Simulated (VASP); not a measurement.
# Al (a cell with a defect) in VASP: a series of runs, part 2 of 2

VASP 6.6.1. The steps go on from the part before.

## Step 4: Single point, PBEsol

The input, INCAR:

```
SYSTEM = Al
PREC     = Accurate       ! precision mode
ENCUT    = 520            ! plane-wave cutoff, eV
EDIFF    = 1E-7           ! SCF threshold, eV
ISMEAR   = 0              ! smearing method
SIGMA    = 0.1            ! smearing width, eV
LREAL    = Auto         
LASPH    = .TRUE.         ! aspherical terms in the spheres
NELM     = 60             ! most SCF steps
ALGO     = Normal         ! electronic algorithm
ISIF     = 2              ! what is computed and relaxed
LWAVE    = .FALSE.        ! write WAVECAR
LCHARG   = .FALSE.        ! write CHGCAR
GGA      = PS             ! functional
NBANDS   = 68             ! bands
```

The input, KPOINTS:

```
regular mesh
0
G
  2 2 2
  0 0 0
```

The input, POSCAR:

```
Al
1.0
    8.1000000000      0.0000000000      0.0000000000
    0.0000000000      8.1000000000      0.0000000000
    0.0000000000      0.0000000000      8.1000000000
Al
31
Direct
    0.4980251615     -0.0009122048     -0.0001408028
    0.7495462338     -0.0010218968      0.2515891013
    0.0007884748     -0.0013044066     -0.0000330220
    0.2493171479      0.2501642687     -0.0003895548
    0.4981974869      0.5017733939     -0.0001848713
    0.7497602056      0.7504474258     -0.0003179907
    0.2496183774     -0.0016817424      0.2520323114
    0.4977561423      0.2503346083      0.2513398105
    0.7496426227      0.5017989540      0.2509976872
    0.4973484034     -0.0014917569      0.4998239352
    0.7497791659      0.2504628364      0.4994743992
    0.7496019040     -0.0007632119      0.7482799118
    0.0006487612      0.5015619633     -0.0003120077
    0.2494542953      0.7504148550     -0.0001478591
    0.0007098767      0.2501908070      0.2510435089
    0.2494589879      0.5025703947      0.2515827960
    0.4974709787      0.7503292062      0.2518406164
    0.0017300093     -0.0019418831      0.4997103738
    0.2495825053      0.2499514071      0.4996187707
    0.4973603913      0.5025729990      0.4997325174
    0.7498564499      0.7504351447      0.4997296127
    0.2497923288     -0.0017977882      0.7474912793
    0.4983033252      0.2502868705      0.7484510040
    0.7494460647      0.5017227613      0.7483047056
    0.0014363246      0.7500687825      0.2519257573
    0.0014763795      0.5022704369      0.4995218290
    0.2496635233      0.7504405047      0.4996791259
    0.0009462937      0.2499281998      0.7479192242
    0.2496376018      0.5024070308      0.7475154732
    0.4974908164      0.7503275711      0.7476040235
    0.0015004602      0.7500765687      0.7473380337
```

The run is started by

```console
cat potpaw_PBE.64/Al/POTCAR > POTCAR
mpirun -np 1 vasp_std > vasp.out
```

Run time: 9.9 min. Hardware: 1 thread of Intel Xeon 8259CL, shared host; peak memory 0.55 GiB.

Results (log left out):

```
Free energy            : -125.2509 eV
Pressure               : -1.8 GPa
Largest force          : 0.015 eV/Å
Band gap on the k mesh : zero (an odd number of electrons rules out a gap without spin polarisation)
```

Forces in eV/Å, atoms in the order of the input:
```
Al   0.010  0.001  0.000
Al  -0.002  0.001 -0.012
Al  -0.001  0.005 -0.004
Al  -0.005  0.006 -0.002
Al   0.003 -0.007 -0.001
Al  -0.009  0.004 -0.001
Al  -0.004 -0.007 -0.003
Al   0.013  0.004 -0.007
Al  -0.007 -0.007 -0.001
Al   0.003 -0.009 -0.001
Al  -0.010  0.003  0.002
Al  -0.002 -0.002  0.005
Al   0.002 -0.005 -0.004
Al  -0.001 -0.004 -0.005
Al   0.002  0.002 -0.004
Al   0.002 -0.002  0.009
Al  -0.003  0.001  0.005
Al   0.000  0.000 -0.001
Al  -0.003  0.009  0.002
Al   0.000  0.001 -0.002
Al  -0.008 -0.003  0.002
Al  -0.006 -0.005  0.002
Al   0.005  0.003  0.001
Al   0.003 -0.008  0.001
Al   0.008  0.007  0.002
Al   0.009  0.004  0.005
Al   0.001 -0.005 -0.002
Al  -0.002  0.006  0.010
Al  -0.003  0.002 -0.002
Al  -0.003  0.001 -0.002
Al   0.007  0.005  0.004
```

Levels at points of the mesh, in eV from the Fermi level:
```csv
k point,band 44,band 45,band 46,band 47,band 48,band 49
"(0.00, 0.00, 0.00)",-0.06,-0.06,0.52,0.65,0.66,0.66
"(0.50, 0.00, 0.00)",-0.09,-0.02,0.00,0.03,0.04,0.04
"(0.00, 0.50, 0.00)",-0.09,-0.02,0.00,0.04,0.04,0.04
"(0.00, 0.00, 0.50)",-0.09,-0.02,0.00,0.03,0.04,0.04
"(0.50, 0.50, 0.00)",-0.75,-0.07,-0.05,-0.05,0.69,1.22
"(0.00, 0.50, 0.50)",-0.75,-0.07,-0.05,-0.05,0.69,1.22
"(0.50, 0.00, 0.50)",-0.75,-0.07,-0.05,-0.05,0.69,1.22
"(0.50, 0.50, 0.50)",-0.36,-0.36,-0.36,-0.36,-0.35,-0.35
```

Caveat: the k points lie up to 0.39 Å⁻¹ apart, too coarse for converged energies and pressures of a metal; the PAW data sets were made with another functional, which shifts forces and pressure a little.

## Step 5: Single point, PBEsol

The input, INCAR:

```
  PREC = Accurate
  ENCUT = 520
  EDIFF = 1E-7
  ISMEAR = 0
  SIGMA = 0.1
  LREAL = Auto
  LASPH = T
  NELM = 100
  ALGO = Normal
  ISIF = 2
  LWAVE = F
  LCHARG = T
  GGA = PS
  LELF = T
  LVHAR = T
  NBANDS = 68
```

The input, KPOINTS:

```
regular mesh
0
Gamma
  2 2 2
```

The input, POSCAR:

```
Al
1.0
    8.1000000000      0.0000000000      0.0000000000
    0.0000000000      8.1000000000      0.0000000000
    0.0000000000      0.0000000000      8.1000000000
Al
31
Direct
    0.4980251852     -0.0009122222     -0.0001407407
    0.7495461728     -0.0010218519      0.2515891358
    0.0007885185     -0.0013044444     -0.0000329630
    0.2493171605      0.2501643210     -0.0003895062
    0.4981975309      0.5017733333     -0.0001848148
    0.7497602469      0.7504474074     -0.0003180247
    0.2496183951     -0.0016817284      0.2520323457
    0.4977561728      0.2503345679      0.2513397531
    0.7496425926      0.5017988889      0.2509976543
    0.4973483951     -0.0014917284      0.4998239506
    0.7497791358      0.2504628395      0.4994744444
    0.7496018519     -0.0007632099      0.7482798765
    0.0006487654      0.5015619753     -0.0003119753
    0.2494543210      0.7504148148     -0.0001479012
    0.0007098765      0.2501908642      0.2510434568
    0.2494590123      0.5025703704      0.2515828395
    0.4974709877      0.7503292593      0.2518406173
    0.0017300000     -0.0019418519      0.4997103704
    0.2495824691      0.2499513580      0.4996187654
    0.4973603704      0.5025729630      0.4997324691
    0.7498564198      0.7504351852      0.4997296296
    0.2497923457     -0.0017977778      0.7474912346
    0.4983033333      0.2502869136      0.7484509877
    0.7494460494      0.5017227160      0.7483046914
    0.0014362963      0.7500687654      0.2519258025
    0.0014764198      0.5022704938      0.4995218519
    0.2496635802      0.7504404938      0.4996791358
    0.0009462963      0.2499281481      0.7479192593
    0.2496376543      0.5024070370      0.7475154321
    0.4974908642      0.7503275309      0.7476040741
    0.0015004938      0.7500765432      0.7473380247
```

The run is started by

```console
cat potpaw_PBE.64/Al/POTCAR > POTCAR
mpirun -np 1 vasp_std > vasp.out
```

Run time: 10 min. Hardware: 1 thread of Intel Xeon 8259CL, shared host; peak memory 0.55 GiB.

Results (log left out):

| Item | Value |
| --- | --- |
| Free energy | -125.2509 eV |
| Pressure | -1.8 GPa |
| Largest force | 0.015 eV/Å |
| Band gap on the k mesh | zero (an odd number of electrons rules out a gap without spin polarisation) |

Forces in eV/Å, atoms in the order of the input:
```
Al   0.010  0.001  0.000
Al  -0.002  0.001 -0.012
Al  -0.001  0.005 -0.004
Al  -0.005  0.006 -0.002
Al   0.003 -0.007 -0.001
Al  -0.009  0.004 -0.001
Al  -0.004 -0.007 -0.003
Al   0.013  0.004 -0.007
Al  -0.007 -0.007 -0.001
Al   0.003 -0.009 -0.001
Al  -0.010  0.003  0.002
Al  -0.002 -0.002  0.005
Al   0.002 -0.005 -0.004
Al  -0.001 -0.004 -0.005
Al   0.002  0.002 -0.004
Al   0.002 -0.002  0.009
Al  -0.003  0.001  0.005
Al   0.000  0.000 -0.001
Al  -0.003  0.009  0.002
Al   0.000  0.001 -0.002
Al  -0.008 -0.003  0.002
Al  -0.006 -0.005  0.002
Al   0.005  0.003  0.001
Al   0.003 -0.008  0.001
Al   0.008  0.007  0.002
Al   0.009  0.004  0.005
Al   0.001 -0.005 -0.002
Al  -0.002  0.006  0.010
Al  -0.003  0.002 -0.002
Al  -0.003  0.001 -0.002
Al   0.007  0.005  0.004
```

Levels at points of the mesh, in eV from the Fermi level:
```tsv
k point	band 44	band 45	band 46	band 47	band 48	band 49
(0.00, 0.00, 0.00)	-0.06	-0.06	0.52	0.65	0.66	0.66
(0.50, 0.00, 0.00)	-0.09	-0.02	0.00	0.03	0.04	0.04
(0.00, 0.50, 0.00)	-0.09	-0.02	0.00	0.04	0.04	0.04
(0.00, 0.00, 0.50)	-0.09	-0.02	0.00	0.03	0.04	0.04
(0.50, 0.50, 0.00)	-0.75	-0.07	-0.05	-0.05	0.69	1.22
(0.00, 0.50, 0.50)	-0.75	-0.07	-0.05	-0.05	0.69	1.22
(0.50, 0.00, 0.50)	-0.75	-0.07	-0.05	-0.05	0.69	1.22
(0.50, 0.50, 0.50)	-0.36	-0.36	-0.36	-0.36	-0.35	-0.35
```

Caveat: the k points lie up to 0.39 Å⁻¹ apart, too coarse for converged energies and pressures of a metal; the PAW data sets were made with another functional, which shifts forces and pressure a little.
